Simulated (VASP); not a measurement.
# GaN (F-43m) in VASP: a series of runs, part 2 of 3

VASP 6.6.1. Earlier steps stand in the parts before.

**3. Single point, r2SCAN**

This run uses another cell than the first one: it holds 8 atoms, not 2.

The input, POSCAR:

```
GaN
1.0
    4.5070012150      0.0000000000      0.0000000000
    0.0000000000     -4.5070012150      0.0000000000
    0.0000000000      0.0000000000     -4.5070012150
Ga N
4 4
Direct
    0.0000000000      0.5000000000      0.5000000000
    0.5000000000      0.0000000000      0.5000000000
    0.5000000000      0.5000000000      0.0000000000
    0.0000000000      0.0000000000      0.0000000000
    0.7500000000      0.7500000000      0.7500000000
    0.2500000000      0.2500000000      0.7500000000
    0.2500000000      0.7500000000      0.2500000000
    0.7500000000      0.2500000000      0.2500000000
```

The input, INCAR.step1:

```
ALGO     = Normal         # electronic algorithm
EDIFF    = 1E-4           # SCF threshold, eV
ENCUT    = 520            # plane-wave cutoff, eV
GGA      = PE             # functional
ISMEAR   = 0              # smearing method
LASPH    = True           # aspherical terms in the spheres
LCHARG   = False          # write CHGCAR
LREAL    = False          # projectors in reciprocal space
LWAVE    = True           # write WAVECAR
NBANDS   = 46             # bands
NELM     = 60             # most SCF steps
PREC     = Accurate       # precision mode
SIGMA    = 0.05           # smearing width, eV
```

The input, INCAR.step2:

```
ALGO     = Normal         # electronic algorithm
EDIFF    = 1E-6           # SCF threshold, eV
ENCUT    = 520            # plane-wave cutoff, eV
ISIF     = 2              # what is computed and relaxed
ISMEAR   = 0              # smearing method
ISTART   = 1            
LASPH    = True           # aspherical terms in the spheres
LCHARG   = False          # write CHGCAR
LMIXTAU  = True         
LREAL    = False          # projectors in reciprocal space
LWAVE    = False          # write WAVECAR
METAGGA  = R2SCAN         # meta-GGA
NBANDS   = 46             # bands
NELM     = 60             # most SCF steps
PREC     = Accurate       # precision mode
SIGMA    = 0.05           # smearing width, eV
```

The input, KPOINTS:

```
k-points
0
Gamma
  6 6 6
```

Potentials or basis: VASP PAW PBE potentials, release 64 (Ga_d, N).

Run with:

```sh
> cat potpaw_PBE.64/Ga_d/POTCAR potpaw_PBE.64/N/POTCAR > POTCAR
> cp INCAR.step1 INCAR
> mpirun -np 1 vasp_std > vasp.out
> cp INCAR.step2 INCAR
> mpirun -np 1 vasp_std > vasp.out
```

OUTCAR:

```text
EDIFF = 1E-6
   ENCUT = 520
   ISIF = 2
   ISMEAR = 0
   ISTART = 1
   LASPH = True
   LREAL = False
   METAGGA = R2SCAN
   NELM = 60
   PREC = Accurate

 ion  position               nearest neighbor table
   1  0.000  0.500  0.500-   5 1.95   6 1.95   7 1.95   8 1.95
   2  0.500  0.000  0.500-   5 1.95   6 1.95   7 1.95   8 1.95
   3  0.500  0.500  0.000-   5 1.95   6 1.95   7 1.95   8 1.95
   4  0.000  0.000  0.000-   5 1.95   6 1.95   7 1.95   8 1.95
   5  0.750  0.750  0.750-   1 1.95   2 1.95   3 1.95   4 1.95
   6  0.250  0.250  0.750-   1 1.95   2 1.95   3 1.95   4 1.95
   7  0.250  0.750  0.250-   1 1.95   2 1.95   3 1.95   4 1.95
   8  0.750  0.250  0.250-   1 1.95   2 1.95   3 1.95   4 1.95

  LATTYP: Found a simple cubic cell.
 ALAT       =     4.5070012150

  Lattice vectors:

 A1 = (   4.5070012150,   0.0000000000,   0.0000000000)
 A2 = (   0.0000000000,  -4.5070012150,   0.0000000000)
 A3 = (   0.0000000000,   0.0000000000,  -4.5070012150)

[... 193 lines left out ...]
 cond. band min:       7.1360134362   @ k =   0.0000   0.0000   0.0000
 fundamental gap:      2.1189950899
 Fermi energy:         5.2425479107

 k-point     1 :       0.0000    0.0000    0.0000
  band No.  band energies     occupation
      1     -11.7136      2.00000
      2     -10.5263      2.00000
      3     -10.5262      2.00000
      4     -10.5262      2.00000
      5      -8.8138      2.00000
      6      -8.8138      2.00000
[... 969 lines left out ...]
     45      16.0162      0.00000
     46      16.0162      0.00000

------------------------ aborting loop because EDIFF is reached ----------------------------------------

  FORCE on cell =-STRESS in cart. coord.  units (eV):
  Direction    XX          YY          ZZ          XY          YZ          ZX
  --------------------------------------------------------------------------------------
  -------------------------------------------------------------------------------------
  Total       -0.1489471     -0.1489471     -0.1489471     -0.0000000     -0.0000000      0.0000000
  in kB       -2.6066315     -2.6066315     -2.6066315     -0.0000000     -0.0000000      0.0000000
  external PRESSURE =      -2.6066315 kB  Pullay stress =       0.0000000 kB

 VOLUME and BASIS-vectors are now :
 -----------------------------------------------------------------------------
  energy-cutoff  :      520.00
  volume of cell :       91.55
      direct lattice vectors                 reciprocal lattice vectors
     4.507001215  0.000000000  0.000000000     0.221877020  0.000000000  0.000000000
     0.000000000 -4.507001215  0.000000000     0.000000000 -0.221877020  0.000000000
     0.000000000  0.000000000 -4.507001215     0.000000000  0.000000000 -0.221877020

 POSITION                                       TOTAL-FORCE (eV/Angst)
 -----------------------------------------------------------------------------------
      0.00000     -2.25350     -2.25350         0.000000      0.000000      0.000000
      2.25350      0.00000     -2.25350         0.000000     -0.000000      0.000000
      2.25350     -2.25350      0.00000        -0.000000      0.000000     -0.000000
      0.00000      0.00000      0.00000        -0.000000     -0.000000     -0.000000
      3.38025     -3.38025     -3.38025         0.000000     -0.000000     -0.000000
      1.12675     -1.12675     -3.38025         0.000000     -0.000000      0.000000
      1.12675     -3.38025     -1.12675         0.000000     -0.000000     -0.000000
      3.38025     -1.12675     -1.12675         0.000000     -0.000000      0.000000
 -----------------------------------------------------------------------------------
    total drift:                                0.000000     -0.000000     -0.000000

  FREE ENERGIE OF THE ION-ELECTRON SYSTEM (eV)
  ---------------------------------------------------
  free  energy   TOTEN  =       -87.5889414061 eV

  energy  without entropy=      -87.5889414061  energy(sigma->0) =      -87.58894141
```

OUTCAR.step1:

```text
EDIFF = 1E-4
   ENCUT = 520
   GGA = PE
   ISMEAR = 0
[... 1226 lines left out ...]
      3.38025     -3.38025     -3.38025         0.000000     -0.000000     -0.000000
      1.12675     -1.12675     -3.38025        -0.000000     -0.000000     -0.000000
      1.12675     -3.38025     -1.12675         0.000000     -0.000000     -0.000000
      3.38025     -1.12675     -1.12675         0.000000     -0.000000     -0.000000
 -----------------------------------------------------------------------------------
    total drift:                                0.000000     -0.000000     -0.000000

  FREE ENERGIE OF THE ION-ELECTRON SYSTEM (eV)
  ---------------------------------------------------
  free  energy   TOTEN  =       -48.5730532655 eV

  energy  without entropy=      -48.5730532655  energy(sigma->0) =      -48.57305327
```

OSZICAR.step1:

```text
N       E                     dE             d eps       ncg     rms          rms(c)
DAV:   1     0.757981808214E+03    0.75798E+03   -0.33637E+04  2186   0.290E+03
DAV:   2     0.942195107064E+02   -0.66376E+03   -0.62861E+03  1904   0.693E+02
DAV:   3    -0.453821201931E+02   -0.13960E+03   -0.13569E+03  2110   0.215E+02
DAV:   4    -0.562740495681E+02   -0.10892E+02   -0.10792E+02  2394   0.620E+01
DAV:   5    -0.565667522686E+02   -0.29270E+00   -0.29235E+00  2194   0.107E+01    0.154E+01
DAV:   6    -0.482765297704E+02    0.82902E+01   -0.24320E+01  3328   0.550E+01    0.411E+00
DAV:   7    -0.486159315328E+02   -0.33940E+00   -0.43458E+00  2022   0.111E+01    0.384E+00
DAV:   8    -0.486127364822E+02    0.31951E-02   -0.50444E-01  2786   0.821E+00    0.113E+00
DAV:   9    -0.485708232220E+02    0.41913E-01   -0.18543E-01  2790   0.551E+00    0.334E-01
DAV:  10    -0.485728412727E+02   -0.20181E-02   -0.18022E-02  2106   0.863E-01    0.104E-01
DAV:  11    -0.485730488421E+02   -0.20757E-03   -0.16373E-03  2552   0.503E-01    0.594E-02
DAV:  12    -0.485730532655E+02   -0.44234E-05   -0.18481E-04  1540   0.109E-01
   1 F= -.48573053E+02 E0= -.48573053E+02  d E =-.105456E-17
```

Run time: 3.6 min. Hardware: 1 thread of Intel Xeon Platinum 8488C (Sapphire Rapids), shared host; peak memory 0.25 GiB.

What came out:

- Free energy: -87.5889 eV
- Pressure: -0.3 GPa
- Band gap on the k mesh: 2.12 eV

Caveat: the PAW data sets were made with another functional, which shifts forces and pressure a little. r2SCAN opens gaps a little over a GGA but as a rule still falls short of measured ones.

**4. Single point, r2SCAN**

The input, POSCAR:

```
GaN
1.0
    0.0000000000      2.2535006075      2.2535006075
    2.2535006075      0.0000000000      2.2535006075
    2.2535006075      2.2535006075      0.0000000000
Ga N
1 1
Direct
    0.0000000000      0.0000000000      0.0000000000
    0.7500000000      0.7500000000      0.7500000000
```

The input, INCAR.step1:

```
PREC = Accurate ; ENCUT = 520
ISMEAR = 0 ; SIGMA = 0.05
LREAL = F ; LASPH = T
NELM = 100 ; NBANDS = 16
GGA = PE ; ALGO = Normal
EDIFF = 1E-4 ; LWAVE = T
LCHARG = F
```

The input, INCAR.step2:

```
PREC = Accurate ; ENCUT = 520
EDIFF = 1E-7 ; ISMEAR = 0
SIGMA = 0.05 ; LREAL = F
LASPH = T ; NELM = 100
ALGO = Normal ; ISIF = 2
LWAVE = F ; LCHARG = F
METAGGA = R2SCAN ; LMIXTAU = T
NBANDS = 16 ; ISTART = 1
```

The input, KPOINTS:

```
regular mesh
0
Gamma
  12 12 12
```

Potentials or basis: VASP PAW PBE potentials, release 64 (Ga_d, N).

Run with:

```sh
> cat potpaw_PBE.64/Ga_d/POTCAR potpaw_PBE.64/N/POTCAR > POTCAR
> cp INCAR.step1 INCAR
> mpirun -np 1 vasp_std > vasp.out
> cp INCAR.step2 INCAR
> mpirun -np 1 vasp_std > vasp.out
```

OUTCAR:

```text
PREC = Accurate
   ENCUT = 520
   EDIFF = 1E-7
   ISMEAR = 0
   LREAL = F
   LASPH = T
   NELM = 100
   ISIF = 2
   METAGGA = R2SCAN
   ISTART = 1

 ion  position               nearest neighbor table
   1  0.000  0.000  0.000-   2 1.95   2 1.95   2 1.95   2 1.95
   2  0.750  0.750  0.750-   1 1.95   1 1.95   1 1.95   1 1.95

  LATTYP: Found a face centered cubic cell.
 ALAT       =     4.5070012150

  Lattice vectors:

 A1 = (   0.0000000000,   2.2535006075,   2.2535006075)
 A2 = (   2.2535006075,   0.0000000000,   2.2535006075)
 A3 = (   2.2535006075,   2.2535006075,   0.0000000000)

Analysis of symmetry for initial positions (statically):
=====================================================================
 Subroutine PRICEL returns:
 Original cell was already a primitive cell.

 Routine SETGRP: Setting up the symmetry group for a
 face centered cubic supercell.

 Subroutine GETGRP returns: Found 24 space group operations
 (whereof 24 operations were pure point group operations)
 out of a pool of 48 trial point group operations.
[... 154 lines left out ...]

 Free energy of the ion-electron system (eV)
  ---------------------------------------------------
  ext. energy  EPLUGINS =         0.00000000
  ---------------------------------------------------
  free energy    TOTEN  =       -21.89694239 eV

  energy without entropy =      -21.89694239  energy(sigma->0) =      -21.89694239

 E-fermi :   5.3385     XC(G=0): -12.6348

 val. band max:        5.0163147370   @ k =   0.0000   0.0000   0.0000
 cond. band min:       7.1357064640   @ k =   0.0000   0.0000   0.0000
 fundamental gap:      2.1193917270
 Fermi energy:         5.3385069548

 k-point     1 :       0.0000    0.0000    0.0000
  band No.  band energies     occupation
      1     -11.7141      2.00000
      2      -8.8141      2.00000
      3      -8.8141      2.00000
      4      -8.8141      2.00000
      5      -8.4636      2.00000
      6      -8.4636      2.00000
[... 433 lines left out ...]
      3      -8.6643      2.00000
      4      -8.4630      2.00000
      5      -8.4328      2.00000
      6      -7.1797      2.00000
[... 8 lines left out ...]
     15      24.7741      0.00000
     16      25.4859      0.00000

 [... further k-points ...]
[... 5 lines left out ...]
  --------------------------------------------------------------------------------------
  -------------------------------------------------------------------------------------
  Total       -0.0131983     -0.0131983     -0.0131983     -0.0000000     -0.0000000      0.0000000
  in kB       -0.9239006     -0.9239006     -0.9239006     -0.0000000     -0.0000000      0.0000000
  external PRESSURE =      -0.9239006 kB  Pullay stress =       0.0000000 kB

 VOLUME and BASIS-vectors are now :
 -----------------------------------------------------------------------------
  energy-cutoff  :      520.00
  volume of cell :       22.89
      direct lattice vectors                 reciprocal lattice vectors
     0.000000000  2.253500607  2.253500607    -0.221877020  0.221877020  0.221877020
     2.253500607  0.000000000  2.253500607     0.221877020 -0.221877020  0.221877020
     2.253500607  2.253500607  0.000000000     0.221877020  0.221877020 -0.221877020

 POSITION                                       TOTAL-FORCE (eV/Angst)
 -----------------------------------------------------------------------------------
      0.00000      0.00000      0.00000        -0.000000     -0.000000     -0.000000
      3.38025      3.38025      3.38025         0.000000      0.000000      0.000000
 -----------------------------------------------------------------------------------
    total drift:                               -0.000009     -0.000009     -0.000009

  FREE ENERGIE OF THE ION-ELECTRON SYSTEM (eV)
  ---------------------------------------------------
  free  energy   TOTEN  =       -21.8969423947 eV

  energy  without entropy=      -21.8969423947  energy(sigma->0) =      -21.89694239
```

OUTCAR.step1:

```text
PREC = Accurate
   ENCUT = 520
   ISMEAR = 0
   LREAL = F
   LASPH = T
[... 676 lines left out ...]
 -----------------------------------------------------------------------------------
      0.00000      0.00000      0.00000         0.000000      0.000000      0.000000
      3.38025      3.38025      3.38025        -0.000000     -0.000000     -0.000000
 -----------------------------------------------------------------------------------
    total drift:                               -0.000002     -0.000002     -0.000001

  FREE ENERGIE OF THE ION-ELECTRON SYSTEM (eV)
  ---------------------------------------------------
  free  energy   TOTEN  =       -12.1432499493 eV

  energy  without entropy=      -12.1432499493  energy(sigma->0) =      -12.14324995
```

OSZICAR.step1:

```text
N       E                     dE             d eps       ncg     rms          rms(c)
DAV:   1     0.813841671075E+02    0.81384E+02   -0.93872E+03  2536   0.201E+03
DAV:   2    -0.838499516342E+01   -0.89769E+02   -0.84140E+02  2600   0.329E+02
DAV:   3    -0.140798302690E+02   -0.56948E+01   -0.56738E+01  2752   0.704E+01
DAV:   4    -0.141429486923E+02   -0.63118E-01   -0.63112E-01  2832   0.787E+00
DAV:   5    -0.141437737134E+02   -0.82502E-03   -0.82502E-03  2824   0.816E-01    0.772E+00
DAV:   6    -0.121423104430E+02    0.20015E+01   -0.49045E+00  3488   0.397E+01    0.268E+00
DAV:   7    -0.121508743108E+02   -0.85639E-02   -0.31965E-01  2496   0.658E+00    0.177E+00
DAV:   8    -0.121472276966E+02    0.36466E-02   -0.58028E-02  2608   0.327E+00    0.795E-01
DAV:   9    -0.121429816012E+02    0.42461E-02   -0.14416E-02  3472   0.273E+00    0.201E-01
DAV:  10    -0.121433470972E+02   -0.36550E-03   -0.15278E-03  2648   0.541E-01    0.989E-02
DAV:  11    -0.121432430096E+02    0.10409E-03   -0.26645E-04  2328   0.263E-01    0.815E-03
DAV:  12    -0.121432499493E+02   -0.69397E-05   -0.49816E-05  1248   0.851E-02
   1 F= -.12143250E+02 E0= -.12143250E+02  d E =-.961073E-11
```

It took 4.1 min on 1 thread of AMD EPYC 7R13, shared host; peak memory 0.13 GiB.

Results:

| Quantity | Value |
| --- | --- |
| Free energy | -21.8969 eV |
| Pressure | -0.1 GPa |
| Band gap on the k mesh | 2.12 eV, direct |

Caveat: the PAW data sets were made with another functional, which shifts forces and pressure a little.

(Part 2 of 3 ends here.)
